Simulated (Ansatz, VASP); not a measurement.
# Two plane-wave programs on MoS2

File INCAR:

```
SYSTEM = MoS2
PREC = Accurate
ENCUT = 520
EDIFF = 1E-6
ISMEAR = 0
SIGMA = 0.05
LREAL = .FALSE.
LASPH = .TRUE.
NELM = 150
ALGO = Normal
ISIF = 2
LWAVE = .FALSE.
LCHARG = .TRUE.
MAGMOM = 0 0 0 0 0 0 0 0 0
LORBIT = 11
LSORBIT = .TRUE.
GGA_COMPAT = .FALSE.
LORBMOM = .TRUE.
LMAXMIX = 4
GGA = PE
LVHAR = .TRUE.
NBANDS = 39
```

KPOINTS

```
Automatic mesh
0
G
  24 24 1
  0 0 0
```

The input POSCAR:

```
MoS2
1.0
    3.1840155200      0.0000000000      0.0000000000
   -1.5920077600      2.7574383300      0.0000000000
    0.0000000000      0.0000000000     16.1032847700
Mo S
1 2
Direct
    0.0000000000      0.0000000000      0.5000000000
    0.3333333300      0.6666666700      0.5963767600
    0.3333333300      0.6666666700      0.4036232400
```

Input for Ansatz:

```yaml
crystal:
  lattice:
    - [3.18401552, 0.0, 0.0]
    - [-1.59200776, 2.75743833, 0.0]
    - [0.0, 0.0, 16.10328477]
  atoms:
    - { symbol: Mo, position: [0.0, 0.0, 0.5] }
    - { symbol: S, position: [0.33333333, 0.66666667, 0.59637676] }
    - { symbol: S, position: [0.33333333, 0.66666667, 0.40362324] }
basis:
  ecutwfc: 420
kpoints:
  mp_grid: { grid: [24, 24, 1] }
hamiltonian:
  xc: pbe
scf:
  occupations: { method: gaussian, width: 0.05 }
output:
  forces: true
  eigenvalues: true
  eigenstates:
    nscf_kmesh: { grid: [60, 60, 1] }
    top_band: c12
    de_dk: true
    localisation: true
checkpoint:
  write: ck
  compress: false
  write_wavefunctions: false
  write_every: 100000
magnetization:
  noncollinear: true
  spin_orbit: true
```

Alike in both runs: task single point; functional PBE; k mesh 24 × 24 × 1; occupations gaussian, width 0.05 eV; non-collinear spin, spin-orbit coupling.

|  | VASP | Ansatz |
| --- | --- | --- |
| version | VASP 6.6.1 | Ansatz 0.2.0 |
| potentials or method | VASP PAW PBE potentials, release 64 (Mo_sv, S), cutoff 520 eV | plane waves, PAW |
| valence electrons in the cell | 26 | 26 |

```tsv
	VASP	Ansatz	Ansatz less VASP
rms of the force components (eV/Å)	0.092	0.097	+0.0051
net moment per atom (μB)	0.00	0.00	0.000
```

Atom by atom the forces differ by 0.005 eV/Å (rms over components). With one functional, cell and mesh, what is left measures potentials, basis and numerics.
